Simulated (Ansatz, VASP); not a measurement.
**One calculation of Sc, two programs**

POSCAR

```
Sc
1.0
    5.1420983847      0.0000000000      0.0000000000
   -2.5710491924      4.4531878299      0.0000000000
    0.0000000000      0.0000000000      3.1125595860
Sc
3
Direct
    1.0000000000      0.0000000000      0.0000000000
    0.3333333333      0.6666666667      0.5000000000
    0.6666666667      0.3333333333      0.5000000000
```

INCAR.step1

```
SYSTEM = Sc
ALGO     = Normal         ! electronic algorithm
EDIFF    = 1E-4           ! SCF threshold, eV
ENCUT    = 520            ! plane-wave cutoff, eV
GGA      = PE             ! functional
ISMEAR   = -1             ! smearing method
ISPIN    = 2              ! spin polarisation
LASPH    = .TRUE.         ! aspherical terms in the spheres
LCHARG   = .FALSE.        ! write CHGCAR
LMAXMIX  = 4              ! l up to which the mixer works
LREAL    = .FALSE.        ! projectors in reciprocal space
LWAVE    = .TRUE.         ! write WAVECAR
MAGMOM   = 0.451 0.27 0.27 ! initial moments
NBANDS   = 28             ! bands
NELM     = 150            ! most SCF steps
PREC     = Accurate       ! precision mode
SIGMA    = 0.05           ! smearing width, eV
```

The input INCAR.step2:

```
SYSTEM = Sc
ALGO     = Normal         ! electronic algorithm
EDIFF    = 1E-6           ! SCF threshold, eV
ENCUT    = 520            ! plane-wave cutoff, eV
ISIF     = 2              ! what is computed and relaxed
ISMEAR   = -1             ! smearing method
ISPIN    = 2              ! spin polarisation
ISTART   = 1            
LASPH    = .TRUE.         ! aspherical terms in the spheres
LCHARG   = .TRUE.         ! write CHGCAR
LELF     = .TRUE.         ! ELF
LMAXMIX  = 4              ! l up to which the mixer works
LMIXTAU  = .TRUE.       
LORBIT   = 11             ! projections on sites
LREAL    = .FALSE.        ! projectors in reciprocal space
LVHAR    = .TRUE.       
LWAVE    = .FALSE.        ! write WAVECAR
MAGMOM   = 0.451 0.27 0.27 ! initial moments
METAGGA  = R2SCAN         ! meta-GGA
NBANDS   = 28             ! bands
NELM     = 150            ! most SCF steps
PREC     = Accurate       ! precision mode
SIGMA    = 0.05           ! smearing width, eV
```

Contents of KPOINTS:

```
k-points
0
G
  8 8 11
  0 0 0
```

Input for Ansatz:

```yaml
crystal:
  lattice:
    - [5.1420983847, 0.0, 0.0]
    - [-2.5710491924, 4.4531878299, 0.0]
    - [0.0, 0.0, 3.112559586]
  atoms:
    - { symbol: Sc, position: [1.0, 0.0, 0.0], spin: 0.451 }
    - { symbol: Sc, position: [0.3333333333, 0.6666666667, 0.5], spin: 0.27 }
    - { symbol: Sc, position: [0.6666666667, 0.3333333333, 0.5], spin: 0.27 }
hamiltonian:
  xc: r2scan
  pseudopotentials:
    kind: paw
    azcp:
      Sc: "pseudopotentials/Sc.paw.azcp"
basis:
  ecutwfc: 500
  fft_grid_basis: typed
kpoints:
  mp_grid: { grid: [8, 8, 11], shift: [0, 0, 0] }
magnetization:
  spin_polarized: true
scf:
  occupations: { method: fermi_dirac, width: 0.05 }
  lower_state_search: "off"
output:
  stress: true
  write_density: true
  write_potential: true
  elf: true
  volumetric_format: npy
```

Alike in both runs: task single point; functional r2SCAN; k mesh 8 × 8 × 11; occupations fermi-dirac, width 0.05 eV; collinear spin.

|  | VASP | Ansatz |
| --- | --- | --- |
| version | VASP 6.6.1 | Ansatz 0.2.0 |
| potentials or method | VASP PAW PBE potentials, release 64 (Sc_sv), cutoff 520 eV | plane waves (500 eV) with PAW, scalar-relativistic |
| valence electrons in the cell | 33 | 33 |

Ansatz gave:

```
pressure (GPa)                                                : 2.4
traceless stress, the component that is largest in VASP (GPa) : 0.10
net moment per atom (μB)                                      : 0.58
size of the moment on the site where the two differ most (μB) : 0.44
```

What did VASP give for the same quantities?

Pressure (GPa): 2.5; traceless stress, the component that is largest in VASP (GPa): 1.98; net moment per atom (μB): 0.00; size of the moment on the site where the two differ most (μB): 0.00.

The net moments are unlike, so the other rows may belong to different states. VASP's potentials were made for PBE, not for r2SCAN. Site moments also hang on the region over which each program counts them. Ansatz's warnings: stability check not made.
